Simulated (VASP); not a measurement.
Wanted: the native input for a VASP 6.6.1 run.

| Property | Result |
| --- | --- |
| Task | electric field gradients |
| Functional | PBE |
| Potentials or basis | VASP PAW PBE potentials, release 64 (Hf_pv) |
| Cutoff | 520 eV |
| k mesh | 16 × 16 × 16 |
| Occupations | fermi-dirac, width 0.03 eV |
| Spin | no spin polarisation |
| Dipole correction | no |
| Further INCAR settings | ALGO = Normal; EDIFF = 1e-08; NBANDS = 11 |

The structure of Hf lies in POSCAR:

```
Hf
1.0
    0.0000000000      2.2347024152      2.2347024152
    2.2347024152      0.0000000000      2.2347024152
    2.2347024152      2.2347024152      0.0000000000
Hf
1
Direct
    0.0000000000      0.0000000000      0.0000000000
```

This isn't the form of Hf at room conditions, which is hcp.

These files were run (other wordings do the same):

INCAR

```
ALGO = Normal
EDIFF = 1E-8
ENCUT = 520
GGA = PE
ISIF = 2
ISMEAR = -1
LASPH = T
LCHARG = F
LEFG = T
LREAL = F
LWAVE = F
NBANDS = 11
NELM = 60
PREC = Accurate
SIGMA = 0.03
```

KPOINTS

```
k-points
0
Gamma
  16 16 16
```

Potentials or basis: VASP PAW PBE potentials, release 64 (Hf_pv).

Run with:

```bash
$ cat potpaw_PBE.64/Hf_pv/POTCAR > POTCAR
$ mpirun -np 1 vasp_std > vasp.out
```

Results of the run:

The pressure is 0.6 GPa, the band gap on the k mesh is zero (bands 5 and 6 overlap by 1.80 eV) and the largest electric field gradient by atom is zero within the noise of the run.

Caveat: spin-orbit coupling is left out, which moves the levels of the heavy elements.

Wall time 28 s on 1 thread of Intel Xeon 8259CL (shared host), peak memory 0.16 GiB.
